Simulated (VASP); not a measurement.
Runs of VASP 6.6.1 on Cd. The structure is that of space group P6_3/mmc (No. 194), or close to it. The cells are those of the table. 

| cell | gap on the mesh (eV) | pressure (GPa) |
| --- | --- | --- |
| a = 2.805, b = 2.805, c = 4.923 Å, angles 90.0, 90.0, 120.0°, 2 atoms | none | (b) |
| a = 2.916, b = 2.916, c = 5.446 Å, angles 90.0, 90.0, 120.0°, 2 atoms | none | (a) |
| a = 2.859, b = 2.859, c = 5.062 Å, angles 90.0, 90.0, 120.0°, 2 atoms | none | 9.9 |
| a = 2.979, b = 2.979, c = 5.618 Å, angles 90.0, 90.0, 120.0°, 2 atoms | none | -4.5 |
| a = 2.762, b = 2.762, c = 4.826 Å, angles 90.0, 90.0, 120.0°, 2 atoms | none | 30.2 |

Alike in all rows: task single point; level PBEsol+D3(BJ); potentials or basis VASP PAW PBE potentials, release 64 (Cd); no spin polarisation; k mesh 7 × 7 × 3; cutoff (eV) 520; smearing fermi-dirac 0.1 eV.

Estimate the missing entries.

(a) -0.1; (b) 20.0.

Caveats: all runs use coarse meshes; three body term missing; the PAW data sets were made with another functional, which shifts forces and pressure a little; pairwise dispersion overbinds metals, which lowers pressure and volume.

A k mesh can miss the band edges, and the runs leave out spin-orbit coupling on Cd.

A gap of «none» marks levels without a gap at the run's occupations.
